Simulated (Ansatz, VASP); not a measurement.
## La: VASP beside Ansatz

```
CELL_PARAMETERS angstrom
3.67345 0.00000 0.00000
-1.83672 3.18130 0.00000
0.00000 0.00000 5.94609
ATOMIC_POSITIONS crystal
La 0.66667 0.33333 0.75000
La 0.33333 0.66667 0.25000
```

Alike in both runs: task single point; functional PBEsol; k mesh 8 × 8 × 5; occupations fermi-dirac, width 0.05 eV; no spin polarisation.

```csv
,VASP,Ansatz
version,VASP 6.6.1,Ansatz 0.2.0
potentials or method,"VASP PAW PBE potentials, release 64 (La)",Ansatz PAW
plane-wave cutoff (eV),520,420
valence electrons in the cell,22,22
```

VASP gave:

- gap on the k mesh at the Fermi level (eV): none
- pressure (GPa): 0.1

**Question.** Estimate Ansatz's values.

**Answer.** gap on the k mesh at the Fermi level (eV): none; pressure (GPa): 0.0.

VASP's potentials were made for PBE, not for PBEsol. A gap of «none» marks a metal or a gap that the smearing closes.

Neither program's run includes spin-orbit coupling.
